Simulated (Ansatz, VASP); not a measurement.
## C: VASP beside Ansatz

POSCAR

```
C
1.0
    2.4559134450      0.0000000000      0.0000000000
   -1.2279567225      2.1268834329      0.0000000000
    0.0000000000      0.0000000000      7.0106290262
C
4
Direct
    1.0000000000      1.0000000000      0.2500000000
    0.0000000000      0.0000000000      0.7500000000
    0.3333333333      0.6666666667      0.2500000000
    0.6666666667      0.3333333333      0.7500000000
```

File INCAR.step1:

```
SYSTEM = C
PREC = Accurate ; ENCUT = 520
ISMEAR = 0 ; SIGMA = 0.6
LREAL = .False. ; LASPH = .True.
NELM = 60 ; NBANDS = 16
GGA = PE ; ALGO = Normal
EDIFF = 1E-4 ; LWAVE = .True.
LCHARG = .False.
```

The input INCAR.step2:

```
SYSTEM = C
PREC = Accurate ; ENCUT = 520
EDIFF = 1E-6 ; ISMEAR = 0
SIGMA = 0.6 ; LREAL = .False.
LASPH = .True. ; NELM = 60
ALGO = Normal ; ISIF = 2
LWAVE = .False. ; LCHARG = .False.
METAGGA = R2SCAN ; LMIXTAU = .True.
NBANDS = 16 ; ISTART = 1
```

KPOINTS

```
regular mesh
0
Gamma
  15 15 5
  0 0 0
```

Input for Ansatz:

```yaml
crystal:
  lattice:
    - [2.455913445, 0.0, 0.0]
    - [-1.2279567225, 2.1268834329, 0.0]
    - [0.0, 0.0, 7.0106290262]
  atoms:
    - { symbol: C, position: [1.0, 1.0, 0.25] }
    - { symbol: C, position: [0.0, 0.0, 0.75] }
    - { symbol: C, position: [0.3333333333, 0.6666666667, 0.25] }
    - { symbol: C, position: [0.6666666667, 0.3333333333, 0.75] }
hamiltonian:
  xc: r2scan
  pseudopotentials:
    kind: paw
    azcp:
      C: "pseudopotentials/C.paw.azcp"
basis:
  ecutwfc: 500
  fft_grid_basis: typed
kpoints:
  mp_grid: { grid: [15, 15, 5], shift: [0, 0, 0] }
magnetization:
  spin_polarized: false
scf:
  occupations: { method: gaussian, width: 0.6 }
  lower_state_search: "off"
output:
  stress: true
```

Alike in both runs: task single point; functional r2SCAN; k mesh 15 × 15 × 5; occupations gaussian, width 0.6 eV; no spin polarisation.

|  | VASP | Ansatz |
| --- | --- | --- |
| version | VASP 6.6.1 | Ansatz 0.2.0 |
| potentials or method | VASP PAW PBE potentials, release 64 (C), cutoff 520 eV | plane waves (500 eV) with PAW, scalar-relativistic |
| valence electrons in the cell | 16 | 16 |

VASP gave:

- pressure (GPa): 0.7
- traceless stress, the component that is largest in VASP (GPa): -0.67

Task: Estimate Ansatz's values.

Result: Pressure (GPa): 0.1; traceless stress, the component that is largest in VASP (GPa): 0.09.

VASP's potentials were made for PBE, not for r2SCAN. The functional is the same, so the differences come from potentials, cutoffs and numerics.
